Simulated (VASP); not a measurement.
# GaN (Imm2) in VASP: G0W0 quasiparticle levels with PBEsol

Aim: the G0W0 quasiparticle levels of GaN with PBEsol.

Program: VASP 6.6.1. These are calculated values, not measurements. Logs are shortened: lines on timing, memory, paths and dates and some standing lists are left out, and cuts for length are marked.

**1. The cell of the first run**

It takes space group Imm2 (No. 44, orthorhombic). The conventional cell has a = 3.149 Å, b = 3.199 Å, c = 4.453 Å, α = 90.00°, β = 90.00°, γ = 90.00°. Within 2.6 Å of Ga (site symmetry mm2) lie 4 N at 1.93 to 1.94 Å. Within 2.6 Å of N (site symmetry mm2) lie 4 Ga at 1.93 to 1.94 Å.

**2. G0W0 quasiparticle levels, PBEsol**

POSCAR

```
GaN
1.0
    0.0178997625      2.2444666898      2.2265669273
    2.2444666898      0.0178997625      2.2265669273
    2.2623664523      2.2623664523      0.0000000000
Ga N
1 1
Direct
    0.0012901430      0.0012901430     -0.0012901430
    0.2487098570      0.2487098570      0.2512901430
```

INCAR.step1

```
ALGO = Normal
EDIFF = 1E-8
ENCUT = 500
GGA = PS
ISMEAR = 0
LASPH = True
LCHARG = False
LREAL = False
LWAVE = True
NELM = 100
PREC = Accurate
SIGMA = 0.01
```

INCAR.step2

```
ALGO = Exact
EDIFF = 1E-8
ENCUT = 500
GGA = PS
ISMEAR = 0
ISTART = 1
LASPH = True
LCHARG = False
LOPTICS = True
LREAL = False
LWAVE = True
NBANDS = 59
NELM = 1
PREC = Accurate
SIGMA = 0.01
```

INCAR.step3

```
ALGO = EVGW0
EDIFF = 1E-8
ENCUT = 500
ENCUTGW = 100.0
GGA = PS
ISMEAR = 0
ISTART = 1
LASPH = True
LCHARG = False
LREAL = False
LWAVE = False
NBANDS = 59
NBANDSGW = 17
NELMGW = 1
NOMEGA = 48
PREC = Accurate
PRECFOCK = Fast
SIGMA = 0.01
```

KPOINTS

```
k-points
0
Gamma
  6 6 6
```

Potentials or basis: VASP PAW PBE potentials, release 64 (Ga_d_GW, N_GW).

Launch:

```sh
$ cat potpaw_PBE.64/Ga_d_GW/POTCAR potpaw_PBE.64/N_GW/POTCAR > POTCAR
$ cp INCAR.step1 INCAR
$ mpirun -np 1 vasp_std > vasp.out
$ cp INCAR.step2 INCAR
$ mpirun -np 1 vasp_std > vasp.out
$ cp INCAR.step3 INCAR
$ mpirun -np 1 vasp_std > vasp.out
```

OUTCAR:

```text
EDIFF = 1E-8
   ENCUT = 500
   ENCUTGW = 100.0
   GGA = PS
   ISMEAR = 0
   ISTART = 1
   LASPH = True
   LREAL = False
   NELMGW = 1
   PREC = Accurate
   PRECFOCK = Fast

 ion  position               nearest neighbor table
   1  0.001  0.001  0.999-   2 1.93   2 1.93   2 1.94   2 1.94
   2  0.249  0.249  0.251-   1 1.93   1 1.93   1 1.94   1 1.94

  LATTYP: Found a body centered orthorhombic cell.
 ALAT       =     3.1488411461
 B/A-ratio  =     1.0160783512
 C/A-ratio  =     1.4142135624

  Lattice vectors:

 A1 = (   2.2444666898,   0.0178997625,  -2.2265669273)
 A2 = (  -2.2444666898,  -0.0178997625,  -2.2265669273)
 A3 = (   0.0178997625,   2.2444666898,   2.2265669273)

Analysis of symmetry for initial positions (statically):
=====================================================================
 Subroutine PRICEL returns:
 Original cell was already a primitive cell.

 Routine SETGRP: Setting up the symmetry group for a
 body centered orthorhombic supercell.

 Subroutine GETGRP returns: Found  4 space group operations
 (whereof  4 operations were pure point group operations)
 out of a pool of  8 trial point group operations.

The static configuration has the point symmetry C_2v.

Analysis of symmetry for dynamics (positions and initial velocities):
=====================================================================
 Subroutine PRICEL returns:
 Original cell was already a primitive cell.

 Routine SETGRP: Setting up the symmetry group for a
 body centered orthorhombic supercell.

 Subroutine GETGRP returns: Found  4 space group operations
 (whereof  4 operations were pure point group operations)
 out of a pool of  8 trial point group operations.

The dynamic configuration has the point symmetry C_2v.

 Subroutine INISYM returns: Found  4 space group operations
 (whereof  4 operations are pure point group operations),
 and found     1 'primitive' translations

----------------------------------------------------------------------------------------

                                     Primitive cell

  volume of cell :      22.4318

  direct lattice vectors                    reciprocal lattice vectors
     0.017899762  2.244466690  2.226566927    -0.224560957  0.224560957  0.224560957
[... 46 lines left out ...]
  0.500000  0.000000  0.000000      2.000000
  0.166667  0.166667  0.000000      2.000000
  0.333333  0.166667  0.000000      4.000000
[... 16 lines left out ...]
 -0.166667  0.333333  0.166667      4.000000
  0.500000  0.500000  0.166667      4.000000
 [... further k-points ...]
   k-points           NKPTS =     46   k-points in BZ     NKDIM =    216   number of bands    NBANDS=     59
   number of dos      NEDOS =    301   number of ions     NIONS =      2
   total plane-waves  NPLWV =  13824
   dimension x,y,z NGX =    24 NGY =   24 NGZ =   24
   dimension x,y,z NGXF=    48 NGYF=   48 NGZF=   48
   ions per type =               1   1
   NGX,Y,Z   is equivalent  to a cutoff of  12.62, 12.62, 12.47 a.u.
   NGXF,Y,Z  is equivalent  to a cutoff of  25.24, 25.24, 24.94 a.u.
 SYSTEM =  unknown system
   PREC   = accura    normal or accurate (medium, high low for compatibility)
   ISTART =      1    job   : 0-new  1-cont  2-samecut
   ICHARG =      0    charge: 1-file 2-atom 10-const
   ISPIN  =      1    spin polarized calculation?
   LNONCOLLINEAR =      F non collinear calculations
   LSORBIT =      F    spin-orbit coupling
   LASPH  =      T    aspherical Exc in radial PAW
   ENCUT  =  500.0 eV  36.75 Ry    6.06 a.u.   5.76  5.76  5.83*2*pi/ulx,y,z
   NELM   =     60;   NELMIN=  2; NELMDL=  0     # of ELM steps
   EDIFF  = 0.1E-07   stopping-criterion for ELM
   LREAL  =      F    real-space projection
   EDIFFG = 0.1E-06   stopping-criterion for IOM
   NSW    =      0    number of steps for IOM
   IBRION =     -1    ionic relax: 0-MD 1-quasi-New 2-CG
   NFREE  =      0    steps in history (QN), initial steepest desc. (CG)
   ISIF   =      0    stress and relaxation
   ISYM   =      3    0-nonsym 1-usesym 2-fastsym
   POTIM  = 0.5000    time-step for ionic-motion
   TEBEG  =    0.0;   TEEND  =   0.0 temperature during run
   PSTRESS=    0.0 pullay stress
   NELECT =      18.0000    total number of electrons
   NUPDOWN=      -1.0000    fix difference up-down
   EMIN   =  10.00;   EMAX   =-10.00  energy-range for DOS
   EFERMI =   0.00;   METHOD = LEGACY
   ISMEAR =     0;   SIGMA  =   0.01  broadening in eV -4-tet -1-fermi 0-gaus
   EFERMI_NEDOS =   21; number of points for ismear=-14 and -15
   IALGO  =     38    algorithm
   IMIX   =      4    mixing-type and parameters
     AMIX     =   0.40;   BMIX     =  1.00
     AMIX_MAG =   1.60;   BMIX_MAG =  1.00
  volume/ion in A,a.u.               =      11.22        75.69
  Fermi-wavevector in a.u.,A,eV,Ry     =   1.521286  2.874814 31.488111  2.314311
  Thomas-Fermi vector in A             =   2.630022
   LORBIT       =      0    0 simple, 1 ext, 2 COOP (PROOUT), +10 PAW based schemes
   GGA     = PS    functional components
   LHFCALC =     T    Hartree Fock is set to
   PRECFOCK=fast      Normal, Fast or Accurate (Low or Medium for compatibility)
   ENCUT4O =  -1.0   cutoff for four orbital integrals eV
   NKREDX  =     1    reduce k-point grid by
   NKREDY  =     1    reduce k-point grid by
   NKREDZ  =     1    reduce k-point grid by
   AEXX    =    1.0000 exact exchange contribution
   HFSCREEN=    0.0000 screening length (either q_TF or 0.3 A-1)
   HFSCREENC=   0.0000 screening length for correlation (either q_TF or 0.3 A-1)
   ENCUTFOCK=  -1.0 apply spherical cutoff to Coloumb kernel
   IVDW    =     0    specifies the selected vdW correction
   LEPSILON=     F    determine dielectric tensor
   LRPA    =     F    only Hartree local field effects (RPA)
   LRPAFORCE           =     F    calculate RPA forces
   ENCUTGW             = 100.0    cutoff for response function in eV
   ENCUTGWSOFT         =  80.0    soft cutoff for Coulomb kernel in GW response function in eV
   ENCUTLF             =  -1.0    cutoff for local field effects
   NELMGW              =     1    number of iterations in solving QP/BSE equation
   NELMHF              =     1    number of iterations in the inner HF iteration
   NKREDLFX            =     1    NKREDLFY  =   1   NKREDLFZ  =   1
 non-spin polarized calculation
 Gauss-broadening in eV      SIGMA  =   0.01
  energy-cutoff  :      500.00
  volume of cell :       22.43
 maximum number of plane-waves:       584
  NGX = 14; NGY = 14; NGZ = 14
   NGX = 11   NGY = 11   NGZ = 11
 maximum number of plane-waves:        59
 NGX is ok and might be reduce to    14

 QP shifts <psi_nk| G(iteration)W_0 |psi_nk>: iteration 1
 for sc-GW calculations column KS-energies equals QP-energies in previous step
 and V_xc(KS)=  KS-energies - (<T + V_ion + V_H > + <T+V_H+V_ion>^1  + <V_x>^1)

 k-point   1 :       0.0000    0.0000    0.0000
  band No.  KS-energies  QP-energies   sigma(KS)   V_xc(KS)     V^pw_x(r,r')   Z            occupation Imag(sigma)

      1     -10.9218     -11.8611     -16.2287     -14.8284     -24.5458       0.6707       2.0000       1.1076
      2      -8.3072     -11.5699     -25.8933     -21.4298     -34.7012       0.7310       2.0000       0.2497
      3      -8.3009     -11.5682     -25.9190     -21.4497     -34.7320       0.7310       2.0000       0.2511
      4      -8.2958     -11.5616     -25.9142     -21.4465     -34.7281       0.7310       2.0000       0.2507
      5      -7.9588     -11.3710     -26.3945     -21.7773     -35.1475       0.7390       2.0000       0.1889
      6      -7.9588     -11.3710     -26.3945     -21.7773     -35.1475       0.7390       2.0000       0.1889
[... 480 lines left out ...]
      4      -8.0323     -11.3972     -26.2774     -21.7123     -35.0939       0.7371       2.0000       0.2270
      5      -7.8922     -11.3209     -26.4797     -21.8587     -35.2637       0.7420       2.0000       0.1930
      6      -6.4038      -8.6345     -22.4587     -19.4013     -30.4728       0.7296       2.0000       0.4586
[... 9 lines left out ...]
     16      27.8092      29.0210     -11.2385     -12.7677      -4.3852       0.7925       0.0000      -1.0987
     17      30.0089      31.1028      -9.6156     -10.9661      -3.2255       0.8101       0.0000      -0.9923

 [... further k-points ...]
```

It took 8.7 min on 1 thread of Intel Xeon Platinum 8488C (Sapphire Rapids), shared host; peak memory 0.48 GiB.

What came out:

| Quantity | Value |
| --- | --- |
| Quasiparticle gap | 2.97 eV |
| Least direct quasiparticle gap | 2.97 eV |
| Band gap of the starting levels on the mesh | 1.77 eV |
| Least direct gap of the starting levels on the mesh | 1.77 eV |

Caveat: the k points lie up to 0.41 Å⁻¹ apart; bands, screening cutoff and mesh are small and nothing is extrapolated, so the quasiparticle values aren't converged.
